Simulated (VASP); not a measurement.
Here is a VASP 6.6.1 calculation.

Contents of INCAR:

```
SYSTEM = TiO2
PREC = Accurate
ENCUT = 520
EDIFF = 1E-8
ISMEAR = -1
SIGMA = 0.05
LREAL = .False.
LASPH = .True.
NELM = 60
ALGO = Normal
ISIF = 2
LWAVE = .False.
LCHARG = .False.
GGA = CA
LEFG = .True.
NBANDS = 33
```

Contents of KPOINTS:

```
Automatic mesh
0
Gamma
  7 7 10
  0 0 0
```

POSCAR

```
TiO2
1.0
    4.5940000000      0.0000000000      0.0000000000
    0.0000000000      4.5940000000      0.0000000000
    0.0000000000      0.0000000000      3.0477700000
Ti O
2 4
Direct
    0.0000000000      0.0000000000      0.0000000000
    0.5000000000      0.5000000000      0.5000000000
    0.3060000000      0.3060000000      0.0000000000
    0.1940000000      0.8060000000      0.5000000000
    0.6940000000      0.6940000000      0.0000000000
    0.8060000000      0.1940000000      0.5000000000
```

Potentials or basis: VASP PAW LDA potentials, release 64 (Ti_sv, O).

Launch:

```console
$ cat potpaw_LDA.64/Ti_sv/POTCAR potpaw_LDA.64/O/POTCAR > POTCAR
$ mpirun -np 1 vasp_std > vasp.out
```

(1) Predict the pressure.

(2) What does it give for the largest force?

(3) Predict the band gap on the k mesh.

## Answers

(1) -14.3 GPa.

(2) 0.007 eV/Å.

(3) 1.69 eV.

Caveat: the cell differs from its parent crystal (zz strain of +3 %); the stress differs along the axes, from -22 to -10 GPa; without QUAD_EFG the Cq values of the log hold for a quadrupole moment of 1 mb, not for the nuclei.
